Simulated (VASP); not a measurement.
# Ta (Im-3m) in VASP: notebook, part 2 of 3

VASP 6.6.1. The steps go on from the part before.

## (4) Single point, PBE (volume scaled by 0.8)

Contents of INCAR:

```
SYSTEM = Ta
PREC = Accurate
ENCUT = 520
EDIFF = 1E-6
ISMEAR = 0
SIGMA = 0.05
LREAL = .False.
LASPH = .True.
NELM = 60
ALGO = Normal
ISIF = 2
LWAVE = .False.
LCHARG = .False.
GGA = PE
NBANDS = 12
```

Contents of KPOINTS:

```
Automatic mesh
0
Gamma
  22 22 22
  0 0 0
```

Contents of POSCAR:

```
Ta
1.0
   -1.5326526329      1.5326526329      1.5326526329
    1.5326526329     -1.5326526329      1.5326526329
    1.5326526329      1.5326526329     -1.5326526329
Ta
1
Direct
    0.0000000000      0.0000000000      0.0000000000
```

Potentials or basis: VASP PAW PBE potentials, release 64 (Ta_pv).

Launch:

```bash
$ cat potpaw_PBE.64/Ta_pv/POTCAR > POTCAR
$ mpirun -np 1 vasp_std > vasp.out
```

OUTCAR:

```text
SYSTEM = Ta
   PREC = Accurate
   ENCUT = 520
   EDIFF = 1E-6
   ISMEAR = 0
   LREAL = .False.
   LASPH = .True.
   NELM = 60
   ISIF = 2
   GGA = PE

 ion  position               nearest neighbor table
   1  0.000  0.000  0.000-

  LATTYP: Found a body centered cubic cell.
 ALAT       =     3.0653052658

  Lattice vectors:

 A1 = (  -1.5326526329,   1.5326526329,   1.5326526329)
 A2 = (   1.5326526329,  -1.5326526329,   1.5326526329)
 A3 = (   1.5326526329,   1.5326526329,  -1.5326526329)

Analysis of symmetry for initial positions (statically):
=====================================================================
 Subroutine PRICEL returns:
 Original cell was already a primitive cell.

 Routine SETGRP: Setting up the symmetry group for a
 body centered cubic supercell.

 Subroutine GETGRP returns: Found 48 space group operations
 (whereof 48 operations were pure point group operations)
 out of a pool of 48 trial point group operations.

The static configuration has the point symmetry O_h .

Analysis of symmetry for dynamics (positions and initial velocities):
=====================================================================
 Subroutine PRICEL returns:
 Original cell was already a primitive cell.

 Routine SETGRP: Setting up the symmetry group for a
 body centered cubic supercell.

 Subroutine GETGRP returns: Found 48 space group operations
 (whereof 48 operations were pure point group operations)
 out of a pool of 48 trial point group operations.

The dynamic configuration has the point symmetry O_h .

 Subroutine INISYM returns: Found 48 space group operations
 (whereof 48 operations are pure point group operations),
 and found     1 'primitive' translations

----------------------------------------------------------------------------------------

                                     Primitive cell

  volume of cell :      14.4010

  direct lattice vectors                    reciprocal lattice vectors
    -1.532652633  1.532652633  1.532652633     0.000000000  0.326231782  0.326231782
     1.532652633 -1.532652633  1.532652633     0.326231782  0.000000000  0.326231782
     1.532652633  1.532652633 -1.532652633     0.326231782  0.326231782  0.000000000

  length of vectors
     2.654632231  2.654632231  2.654632231     0.461361411  0.461361411  0.461361411

  position of ions in fractional coordinates (direct lattice)
     0.000000000  0.000000000  0.000000000

  ion indices of the primitive-cell ions
   primitive index   ion index
                 1           1

----------------------------------------------------------------------------------------

 KPOINTS: Automatic mesh

Automatic generation of k-mesh.
 Grid dimensions read from file:
 generate k-points for:   22   22   22

 Generating k-lattice:

  Cartesian coordinates                     Fractional coordinates (reciprocal lattice)
     0.000000000  0.014828717  0.014828717     0.045454545  0.000000000  0.000000000
     0.014828717  0.000000000  0.014828717     0.000000000  0.045454545  0.000000000
     0.014828717  0.014828717  0.000000000     0.000000000  0.000000000  0.045454545

  Length of vectors
     0.020970973  0.020970973  0.020970973

  Shift w.r.t. Gamma in fractional coordinates (k-lattice)
     0.000000000  0.000000000  0.000000000

 Subroutine IBZKPT returns following result:
 ===========================================

 Found    328 irreducible k-points:

 Following reciprocal coordinates:
            Coordinates               Weight
  0.000000  0.000000  0.000000      1.000000
  0.045455  0.000000  0.000000     12.000000
  0.090909  0.000000  0.000000     12.000000
  0.136364  0.000000  0.000000     12.000000
  0.181818  0.000000  0.000000     12.000000
  0.227273  0.000000  0.000000     12.000000
[... 16 lines left out ...]
  0.090909  0.090909  0.000000     24.000000
  0.136364  0.090909 -0.000000     48.000000
 [... further k-points ...]
   k-points           NKPTS =    328   k-points in BZ     NKDIM =    328   number of bands    NBANDS=     12
   number of dos      NEDOS =    301   number of ions     NIONS =      1
   total plane-waves  NPLWV =   8000
   dimension x,y,z NGX =    20 NGY =   20 NGZ =   20
   dimension x,y,z NGXF=    40 NGYF=   40 NGZF=   40
   ions per type =               1
   NGX,Y,Z   is equivalent  to a cutoff of  12.52, 12.52, 12.52 a.u.
   NGXF,Y,Z  is equivalent  to a cutoff of  25.05, 25.05, 25.05 a.u.
 SYSTEM =  Ta
   PREC   = accura    normal or accurate (medium, high low for compatibility)
   ISTART =      0    job   : 0-new  1-cont  2-samecut
   ICHARG =      2    charge: 1-file 2-atom 10-const
   ISPIN  =      1    spin polarized calculation?
   LNONCOLLINEAR =      F non collinear calculations
   LSORBIT =      F    spin-orbit coupling
   LASPH  =      T    aspherical Exc in radial PAW
   ENCUT  =  520.0 eV  38.22 Ry    6.18 a.u.   4.94  4.94  4.94*2*pi/ulx,y,z
   NELM   =     60;   NELMIN=  2; NELMDL= -5     # of ELM steps
   EDIFF  = 0.1E-05   stopping-criterion for ELM
   LREAL  =      F    real-space projection
   EDIFFG = 0.1E-04   stopping-criterion for IOM
   NSW    =      0    number of steps for IOM
   IBRION =     -1    ionic relax: 0-MD 1-quasi-New 2-CG
   NFREE  =      0    steps in history (QN), initial steepest desc. (CG)
   ISIF   =      2    stress and relaxation
   ISYM   =      2    0-nonsym 1-usesym 2-fastsym
   POTIM  = 0.5000    time-step for ionic-motion
   TEBEG  =    0.0;   TEEND  =   0.0 temperature during run
   PSTRESS=    0.0 pullay stress
   NELECT =      11.0000    total number of electrons
   NUPDOWN=      -1.0000    fix difference up-down
   EMIN   =  10.00;   EMAX   =-10.00  energy-range for DOS
   EFERMI =   0.00;   METHOD = LEGACY
   ISMEAR =     0;   SIGMA  =   0.05  broadening in eV -4-tet -1-fermi 0-gaus
   EFERMI_NEDOS =   21; number of points for ismear=-14 and -15
   IALGO  =     38    algorithm
   IMIX   =      4    mixing-type and parameters
     AMIX     =   0.40;   BMIX     =  1.00
     AMIX_MAG =   1.60;   BMIX_MAG =  1.00
  volume/ion in A,a.u.               =      14.40        97.18
  Fermi-wavevector in a.u.,A,eV,Ry     =   1.496495  2.827966 30.470218  2.239498
  Thomas-Fermi vector in A             =   2.608504
   LORBIT       =      0    0 simple, 1 ext, 2 COOP (PROOUT), +10 PAW based schemes
   GGA     = PE    functional components
   LHFCALC =     F    Hartree Fock is set to
   AEXX    =    0.0000 exact exchange contribution
   IVDW    =     0    specifies the selected vdW correction
   LEPSILON=     F    determine dielectric tensor
   LRPA    =     F    only Hartree local field effects (RPA)
 non-spin polarized calculation
 Gauss-broadening in eV      SIGMA  =   0.05
  energy-cutoff  :      520.00
  volume of cell :       14.40
 maximum number of plane-waves:       402
   NGX =  9   NGY =  9   NGZ =  9

 number of electron      10.9999997 magnetization

 Free energy of the ion-electron system (eV)
  ---------------------------------------------------
  ext. energy  EPLUGINS =         0.00000000
  ---------------------------------------------------
  free energy    TOTEN  =       -11.07656598 eV

  energy without entropy =      -11.07533820  energy(sigma->0) =      -11.07595209

 E-fermi :   7.4540     XC(G=0): -13.8075

 val. band max:        7.4432269962   @ k =  -0.3182   0.4091   0.0455
 cond. band min:       7.4608691684   @ k =   0.3182   0.2273   0.0909
 fundamental gap:      0.0176421723
 Fermi energy:         7.4540047472

 k-point     1 :       0.0000    0.0000    0.0000
  band No.  band energies     occupation
      1     -24.6988      2.00000
      2     -24.6988      2.00000
      3     -24.6988      2.00000
      4      -1.2281      2.00000
      5       8.1166      0.00000
      6       8.1166      0.00000
      7       8.1166      0.00000
      8      12.2403      0.00000
      9      12.2403      0.00000
     10      22.8886      0.00000
     11      23.5418      0.00000
     12      23.5418      0.00000

 k-point     2 :       0.0455    0.0000    0.0000
  band No.  band energies     occupation
      1     -24.7544      2.00000
      2     -24.7146      2.00000
      3     -24.6994      2.00000
      4      -1.1023      2.00000
      5       8.0319      0.00000
      6       8.0950      0.00000
      7       8.2386      0.00000
      8      12.0856      0.00000
      9      12.2370      0.00000
     10      22.8886      0.00000
     11      23.6633      0.00000
     12      23.7506      0.00000
[... 316 lines left out ...]
 k-point    24 :       0.1364    0.0909   -0.0000
  band No.  band energies     occupation
      1     -25.5668      2.00000
      2     -24.9188      2.00000
      3     -24.7686      2.00000
      4       0.8193      2.00000
      5       7.0089      2.00000
      6       7.1982      2.00000
      7      10.4922      0.00000
      8      10.9623      0.00000
      9      12.6279      0.00000
     10      22.8871      0.00000
     11      25.1532      0.00000
     12      26.6934      0.00000

 [... further k-points ...]
[... 5 lines left out ...]
  --------------------------------------------------------------------------------------
  -------------------------------------------------------------------------------------
  Total        6.5952674      6.5952674      6.5952674      0.0000000      0.0000000      0.0000000
  in kB      733.7562167    733.7562167    733.7562167      0.0000000      0.0000000      0.0000000
  external PRESSURE =     733.7562167 kB  Pullay stress =       0.0000000 kB

 VOLUME and BASIS-vectors are now :
 -----------------------------------------------------------------------------
  energy-cutoff  :      520.00
  volume of cell :       14.40
      direct lattice vectors                 reciprocal lattice vectors
    -1.532652633  1.532652633  1.532652633     0.000000000  0.326231782  0.326231782
     1.532652633 -1.532652633  1.532652633     0.326231782  0.000000000  0.326231782
     1.532652633  1.532652633 -1.532652633     0.326231782  0.326231782  0.000000000

 POSITION                                       TOTAL-FORCE (eV/Angst)
 -----------------------------------------------------------------------------------
      0.00000      0.00000      0.00000        -0.000000      0.000000     -0.000000
 -----------------------------------------------------------------------------------
    total drift:                                0.000000      0.000000      0.000000

  FREE ENERGIE OF THE ION-ELECTRON SYSTEM (eV)
  ---------------------------------------------------
  free  energy   TOTEN  =       -11.0765659773 eV

  energy  without entropy=      -11.0753382009  energy(sigma->0) =      -11.07595209
```

stdout:

```text
POSCAR found type information on POSCAR Ta
 POSCAR found :  1 types and       1 ions
 scaLAPACK will be used
 LDA part: xc-table for (Slater+PW92), standard interpolation
 POSCAR, INCAR and KPOINTS ok, starting setup
 FFT: planning ... GRIDC
 FFT: planning ... GRID_SOFT
 FFT: planning ... GRID
 WAVECAR not read
 entering main loop
```

Wall time 25 s (1 thread of Intel Xeon Platinum 8488C (Sapphire Rapids), shared host); peak memory 0.16 GiB.

Results:

| Quantity | Value |
| --- | --- |
| Free energy | -11.0766 eV |
| Pressure | 73.4 GPa |

Levels at points of the mesh, in eV from the Fermi level:
```tsv
k point	band 2	band 3	band 4	band 5	band 6	band 7	band 8	band 9
(0.00, 0.00, 0.00)	-32.15	-32.15	-8.68	0.66	0.66	0.66	4.79	4.79
(0.50, 0.00, 0.00)	-32.89	-32.18	-5.51	-2.35	2.98	4.89	6.19	10.23
(0.50, 0.50, 0.50)	-33.75	-33.75	-5.37	-5.37	8.84	8.84	8.84	11.05
```

Caveat: spin-orbit coupling is left out, which moves the levels of the heavy elements.

## (5) Single point, PBE (volume scaled by 0.85)

Contents of INCAR:

```
PREC     = Accurate       # precision mode
ENCUT    = 520            # plane-wave cutoff, eV
EDIFF    = 1E-6           # SCF threshold, eV
ISMEAR   = 0              # smearing method
SIGMA    = 0.05           # smearing width, eV
LREAL    = False          # projectors in reciprocal space
LASPH    = True           # aspherical terms in the spheres
NELM     = 60             # most SCF steps
ALGO     = Normal         # electronic algorithm
ISIF     = 2              # what is computed and relaxed
LWAVE    = False          # write WAVECAR
LCHARG   = True           # write CHGCAR
GGA      = PE             # functional
LELF     = True           # ELF
LVHAR    = True         
NBANDS   = 12             # bands
```

Contents of KPOINTS:

```
regular mesh
0
Gamma
  22 22 22
```

Contents of POSCAR:

```
Ta
1.0
   -1.5639398596      1.5639398596      1.5639398596
    1.5639398596     -1.5639398596      1.5639398596
    1.5639398596      1.5639398596     -1.5639398596
Ta
1
Direct
    0.0000000000      0.0000000000      0.0000000000
```

Launch:

```bash
$ cat potpaw_PBE.64/Ta_pv/POTCAR > POTCAR
$ mpirun -np 1 vasp_std > vasp.out
```

Run time: 24 s. Hardware: 1 thread of Intel Xeon Platinum 8488C (Sapphire Rapids), shared host; peak memory 0.17 GiB.

It converged, with:

```
Free energy : -11.4170 eV
Pressure    : 48.7 GPa
```

Levels at points of the mesh, in eV from the Fermi level:
```csv
k point,band 1,band 2,band 3,band 4,band 5,band 6,band 7,band 8,band 9,band 10
"(0.00, 0.00, 0.00)",-32.39,-32.39,-32.39,-8.49,0.71,0.71,0.71,4.59,4.59,15.26
"(0.50, 0.00, 0.00)",-34.36,-33.01,-32.41,-5.16,-2.09,2.53,4.62,5.85,9.54,12.73
"(0.50, 0.50, 0.50)",-33.73,-33.73,-33.73,-4.88,-4.88,8.28,8.28,8.28,10.34,10.34
```

Caveat: spin-orbit coupling is left out, which moves the levels of the heavy elements.

(Part 2 of 3 ends here.)
